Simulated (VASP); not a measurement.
# GeHS in VASP: further runs

GeHS is run at these levels: PBE; tasks: single point.

Program: VASP 6.6.1. These are calculated values, not measurements. Logs are shortened: lines on timing, memory, paths and dates and some standing lists are left out, and cuts for length are marked.

**1. The cell of the first run**

The cell holds a wire or tube with vacuum around it, 12 atoms: a = 16.500 Å, b = 10.700 Å, c = 6.119 Å, α = 90.00°, β = 90.00°, γ = 90.00°.

**2. Single point, PBE**

INCAR reads:

```
SYSTEM = GeHS
PREC = Accurate
ENCUT = 520
EDIFF = 1E-7
ISMEAR = 0
SIGMA = 0.05
LREAL = .FALSE.
LASPH = .TRUE.
NELM = 80
ALGO = Normal
ISIF = 2
LWAVE = .FALSE.
LCHARG = .TRUE.
GGA = PE
LELF = .TRUE.
LVHAR = .TRUE.
NELECT = 85.0
NBANDS = 54
```

KPOINTS reads:

```
Automatic mesh
0
G
  1 1 6
  0 0 0
```

POSCAR reads:

```
GeHS
1.0
   16.5000000000      0.0000000000      0.0000000000
    0.0000000000     10.7000000000      0.0000000000
    0.0000000000      0.0000000000      6.1193139101
Ge S H
4 4 4
Direct
    0.5559773800      0.4412399786      0.3358854885
    0.6463290842      0.4268673348      0.8473012965
    0.3536709158      0.4268673348      0.3473012965
    0.4440226200      0.4412399786      0.8358854885
    0.6602360071      0.5738869970      0.1599666072
    0.4508713124      0.5645353998      0.1729666932
    0.5491286876      0.5645353998      0.6729666932
    0.3397639929      0.5738869970      0.6599666072
    0.7194396966      0.4944923811      0.7202287147
    0.2805603034      0.4944923811      0.2202287147
    0.7223592914      0.5088675533      0.2506144374
    0.2776407086      0.5088675533      0.7506144374
```

Potentials or basis: VASP PAW PBE potentials, release 64 (Ge_d, S, H).

Run with:

```sh
$ cat potpaw_PBE.64/Ge_d/POTCAR potpaw_PBE.64/S/POTCAR potpaw_PBE.64/H/POTCAR > POTCAR
$ mpirun -np 1 vasp_std > vasp.out
```

OUTCAR:

```text
SYSTEM = GeHS
   PREC = Accurate
   ENCUT = 520
   EDIFF = 1E-7
   ISMEAR = 0
   LREAL = .FALSE.
   LASPH = .TRUE.
   NELM = 80
   ISIF = 2
   GGA = PE
   NELECT = 85.0

 ion  position               nearest neighbor table
   1  0.556  0.441  0.336-   6 2.40   7 2.45   5 2.48
   2  0.646  0.427  0.847-   9 1.61   7 2.42   5 2.49
   3  0.354  0.427  0.347-  10 1.61   6 2.42   8 2.49
   4  0.444  0.441  0.836-   7 2.40   6 2.45   8 2.48
   5  0.660  0.574  0.160-  11 1.36   1 2.48   2 2.49
   6  0.451  0.565  0.173-   1 2.40   3 2.42   4 2.45
   7  0.549  0.565  0.673-   4 2.40   2 2.42   1 2.45
   8  0.340  0.574  0.660-  12 1.36   4 2.48   3 2.49
   9  0.719  0.494  0.720-   2 1.61
  10  0.281  0.494  0.220-   3 1.61
  11  0.722  0.509  0.251-   5 1.36
  12  0.278  0.509  0.751-   8 1.36

  LATTYP: Found a simple orthorhombic cell.
 ALAT       =     6.1193139101
 B/A-ratio  =     1.7485620377
 C/A-ratio  =     2.6963807123

  Lattice vectors:

 A1 = (   0.0000000000,   0.0000000000,  -6.1193139101)
 A2 = (   0.0000000000,  10.7000000000,   0.0000000000)
 A3 = (  16.5000000000,   0.0000000000,   0.0000000000)

Analysis of symmetry for initial positions (statically):
=====================================================================
 Subroutine PRICEL returns:
 Original cell was already a primitive cell.

 Routine SETGRP: Setting up the symmetry group for a
 simple orthorhombic supercell.

 Subroutine GETGRP returns: Found  2 space group operations
 (whereof  1 operations were pure point group operations)
 out of a pool of  8 trial point group operations.

The static configuration has the point symmetry C_1 .
 The point group associated with its full space group is C_1h.

Analysis of symmetry for dynamics (positions and initial velocities):
=====================================================================
 Subroutine PRICEL returns:
 Original cell was already a primitive cell.

 Routine SETGRP: Setting up the symmetry group for a
 simple orthorhombic supercell.

 Subroutine GETGRP returns: Found  2 space group operations
 (whereof  1 operations were pure point group operations)
 out of a pool of  8 trial point group operations.

The dynamic configuration has the point symmetry C_1 .
 The point group associated with its full space group is C_1h.

 Subroutine INISYM returns: Found  2 space group operations
 (whereof  1 operations are pure point group operations),
 and found     1 'primitive' translations

----------------------------------------------------------------------------------------

                                     Primitive cell

  volume of cell :    1080.3649

  direct lattice vectors                    reciprocal lattice vectors
    16.500000000  0.000000000  0.000000000     0.060606061  0.000000000  0.000000000
     0.000000000 10.700000000  0.000000000     0.000000000  0.093457944  0.000000000
     0.000000000  0.000000000  6.119313910     0.000000000  0.000000000  0.163417013

  length of vectors
    16.500000000 10.700000000  6.119313910     0.060606061  0.093457944  0.163417013

  position of ions in fractional coordinates (direct lattice)
     0.555977380  0.441239979  0.335885488
     0.646329084  0.426867335  0.847301296
     0.353670916  0.426867335  0.347301296
     0.444022620  0.441239979  0.835885488
     0.660236007  0.573886997  0.159966607
     0.450871312  0.564535400  0.172966693
     0.549128688  0.564535400  0.672966693
     0.339763993  0.573886997  0.659966607
     0.719439697  0.494492381  0.720228715
     0.280560303  0.494492381  0.220228715
     0.722359291  0.508867553  0.250614437
     0.277640709  0.508867553  0.750614437

  ion indices of the primitive-cell ions
   primitive index   ion index
                 1           1
                 2           2
                 3           3
                 4           4
                 5           5
                 6           6
                 7           7
                 8           8
                 9           9
                10          10
                11          11
                12          12

----------------------------------------------------------------------------------------

 KPOINTS: Automatic mesh

Automatic generation of k-mesh.
 Grid dimensions read from file:
 generate k-points for:    1    1    6

 Generating k-lattice:

  Cartesian coordinates                     Fractional coordinates (reciprocal lattice)
     0.060606061  0.000000000  0.000000000     1.000000000  0.000000000  0.000000000
     0.000000000  0.093457944  0.000000000     0.000000000  1.000000000  0.000000000
     0.000000000  0.000000000  0.027236169     0.000000000  0.000000000  0.166666667

  Length of vectors
     0.060606061  0.093457944  0.027236169

  Shift w.r.t. Gamma in fractional coordinates (k-lattice)
     0.000000000  0.000000000  0.000000000

 Subroutine IBZKPT returns following result:
 ===========================================

 Found      4 irreducible k-points:

 Following reciprocal coordinates:
            Coordinates               Weight
  0.000000  0.000000  0.000000      1.000000
  0.000000  0.000000  0.166667      2.000000
  0.000000  0.000000  0.333333      2.000000
  0.000000  0.000000  0.500000      1.000000
   k-points           NKPTS =      4   k-points in BZ     NKDIM =      4   number of bands    NBANDS=     54
   number of dos      NEDOS =    301   number of ions     NIONS =     12
   total plane-waves  NPLWV = 483840
   dimension x,y,z NGX =   126 NGY =   80 NGZ =   48
   dimension x,y,z NGXF=   252 NGYF=  160 NGZF=   96
   ions per type =               4   4   4
   NGX,Y,Z   is equivalent  to a cutoff of  12.70, 12.43, 13.04 a.u.
   NGXF,Y,Z  is equivalent  to a cutoff of  25.39, 24.86, 26.08 a.u.
 SYSTEM =  GeHS
   PREC   = accura    normal or accurate (medium, high low for compatibility)
   ISTART =      0    job   : 0-new  1-cont  2-samecut
   ICHARG =      2    charge: 1-file 2-atom 10-const
   ISPIN  =      1    spin polarized calculation?
   LNONCOLLINEAR =      F non collinear calculations
   LSORBIT =      F    spin-orbit coupling
   LASPH  =      T    aspherical Exc in radial PAW
   ENCUT  =  520.0 eV  38.22 Ry    6.18 a.u.  30.68 19.89 11.38*2*pi/ulx,y,z
   NELM   =     80;   NELMIN=  2; NELMDL= -5     # of ELM steps
   EDIFF  = 0.1E-06   stopping-criterion for ELM
   LREAL  =      F    real-space projection
   EDIFFG = 0.1E-05   stopping-criterion for IOM
   NSW    =      0    number of steps for IOM
   IBRION =     -1    ionic relax: 0-MD 1-quasi-New 2-CG
   NFREE  =      0    steps in history (QN), initial steepest desc. (CG)
   ISIF   =      2    stress and relaxation
   ISYM   =      2    0-nonsym 1-usesym 2-fastsym
   POTIM  = 0.5000    time-step for ionic-motion
   TEBEG  =    0.0;   TEEND  =   0.0 temperature during run
   PSTRESS=    0.0 pullay stress
   NELECT =      85.0000    total number of electrons
   NUPDOWN=      -1.0000    fix difference up-down
   EMIN   =  10.00;   EMAX   =-10.00  energy-range for DOS
   EFERMI =   0.00;   METHOD = LEGACY
   ISMEAR =     0;   SIGMA  =   0.05  broadening in eV -4-tet -1-fermi 0-gaus
   EFERMI_NEDOS =   21; number of points for ismear=-14 and -15
   IALGO  =     38    algorithm
   IMIX   =      4    mixing-type and parameters
     AMIX     =   0.40;   BMIX     =  1.00
     AMIX_MAG =   1.60;   BMIX_MAG =  1.00
  volume/ion in A,a.u.               =      90.03       607.56
  Fermi-wavevector in a.u.,A,eV,Ry     =   0.701495  1.325633  6.695354  0.492095
  Thomas-Fermi vector in A             =   1.785937
   LORBIT       =      0    0 simple, 1 ext, 2 COOP (PROOUT), +10 PAW based schemes
   GGA     = PE    functional components
   LHFCALC =     F    Hartree Fock is set to
   AEXX    =    0.0000 exact exchange contribution
   IVDW    =     0    specifies the selected vdW correction
   LEPSILON=     F    determine dielectric tensor
   LRPA    =     F    only Hartree local field effects (RPA)
 non-spin polarized calculation
 Gauss-broadening in eV      SIGMA  =   0.05
  energy-cutoff  :      520.00
  volume of cell :     1080.36
 maximum number of plane-waves:     29123
 NGX is ok and might be reduce to   126
   NGX = 61   NGY = 39   NGZ = 23

 number of electron      85.0000040 magnetization

 Free energy of the ion-electron system (eV)
  ---------------------------------------------------
  ext. energy  EPLUGINS =         0.00000000
  ---------------------------------------------------
  free energy    TOTEN  =       -49.01661917 eV

  energy without entropy =      -48.99840077  energy(sigma->0) =      -49.00750997

 E-fermi :  -0.3413     XC(G=0):  -3.1773

 val. band max:       -0.3444153503   @ k =   0.0000   0.0000   0.0000
 cond. band min:      -0.3156557692   @ k =   0.0000   0.0000   0.0000
 fundamental gap:      0.0287595811
 Fermi energy:        -0.3412953902

 k-point     1 :       0.0000    0.0000    0.0000
  band No.  band energies     occupation
      1     -26.6957      2.00000
      2     -26.6941      2.00000
      3     -26.6885      2.00000
      4     -26.6823      2.00000
      5     -26.6467      2.00000
      6     -26.6372      2.00000
[... 46 lines left out ...]
     53       1.1583      0.00000
     54       1.1752      0.00000

 k-point     2 :       0.0000    0.0000    0.1667
  band No.  band energies     occupation
      1     -26.6963      2.00000
      2     -26.6946      2.00000
      3     -26.6875      2.00000
      4     -26.6823      2.00000
      5     -26.6462      2.00000
      6     -26.6380      2.00000
[... 46 lines left out ...]
     53       1.2681      0.00000
     54       1.3255      0.00000

 k-point     3 :       0.0000    0.0000    0.3333
  band No.  band energies     occupation
      1     -26.6969      2.00000
      2     -26.6958      2.00000
      3     -26.6855      2.00000
      4     -26.6827      2.00000
      5     -26.6446      2.00000
      6     -26.6400      2.00000
[... 46 lines left out ...]
     53       1.3406      0.00000
     54       1.5075      0.00000

 k-point     4 :       0.0000    0.0000    0.5000
  band No.  band energies     occupation
      1     -26.6967      2.00000
      2     -26.6967      2.00000
      3     -26.6837      2.00000
      4     -26.6837      2.00000
      5     -26.6424      2.00000
      6     -26.6424      2.00000
[... 46 lines left out ...]
     53       1.4756      0.00000
     54       1.4756      0.00000

------------------------ aborting loop because EDIFF is reached ----------------------------------------

  FORCE on cell =-STRESS in cart. coord.  units (eV):
  Direction    XX          YY          ZZ          XY          YZ          ZX
  --------------------------------------------------------------------------------------
  -------------------------------------------------------------------------------------
  Total        1.4317401      2.4712880      2.8711567      0.0000000      0.4437856      0.0000000
  in kB        2.1232656      3.6649114      4.2579153      0.0000000      0.6581325      0.0000000
  external PRESSURE =       3.3486974 kB  Pullay stress =       0.0000000 kB

 VOLUME and BASIS-vectors are now :
 -----------------------------------------------------------------------------
  energy-cutoff  :      520.00
  volume of cell :     1080.36
      direct lattice vectors                 reciprocal lattice vectors
    16.500000000  0.000000000  0.000000000     0.060606061  0.000000000  0.000000000
     0.000000000 10.700000000  0.000000000     0.000000000  0.093457944  0.000000000
     0.000000000  0.000000000  6.119313910     0.000000000  0.000000000  0.163417013

 POSITION                                       TOTAL-FORCE (eV/Angst)
 -----------------------------------------------------------------------------------
      9.17363      4.72127      2.05539         0.042162     -0.334052      0.344061
     10.66443      4.56748      5.18490        -0.152489     -0.205492     -0.411964
      5.83557      4.56748      2.12525         0.152489     -0.205492     -0.411964
      7.32637      4.72127      5.11505        -0.042162     -0.334052      0.344061
     10.89389      6.14059      0.97889         0.144791      0.321431      0.212219
      7.43938      6.04053      1.05844        -0.329041      0.126540     -0.070961
      9.06062      6.04053      4.11809         0.329041      0.126540     -0.070961
      5.60611      6.14059      4.03854        -0.144791      0.321431      0.212219
     11.87075      5.29107      4.40731         0.115016      0.077398     -0.072018
      4.62925      5.29107      1.34765        -0.115016      0.077398     -0.072018
     11.91893      5.44488      1.53359        -0.114948      0.014175     -0.001338
      4.58107      5.44488      4.59325         0.114948      0.014175     -0.001338
 -----------------------------------------------------------------------------------
    total drift:                                0.000000      0.000809      0.003015

  FREE ENERGIE OF THE ION-ELECTRON SYSTEM (eV)
  ---------------------------------------------------
  free  energy   TOTEN  =       -49.0166191672 eV

  energy  without entropy=      -48.9984007669  energy(sigma->0) =      -49.00750997
```

Run time: 6.3 min. Hardware: 1 thread of Intel Xeon Platinum 8488C (Sapphire Rapids), shared host; peak memory 1 GiB.

What came out:

* Free energy: -49.0166 eV
* Largest force: 0.485 eV/Å

Forces on the atoms (eV/Å):
```
Ge   0.042 -0.334  0.344
Ge  -0.152 -0.205 -0.412
Ge   0.152 -0.205 -0.412
Ge  -0.042 -0.334  0.344
S    0.145  0.321  0.212
S   -0.329  0.127 -0.071
S    0.329  0.127 -0.071
S   -0.145  0.321  0.212
H    0.115  0.077 -0.072
H   -0.115  0.077 -0.072
H   -0.115  0.014 -0.001
H    0.115  0.014 -0.001
```

Caveat: the cell carries a net charge on a neutralising background, which shifts energy and pressure; the cell is charged against a uniform background, so pressure and absolute levels hang on convention.

[end of part 1 of 2]
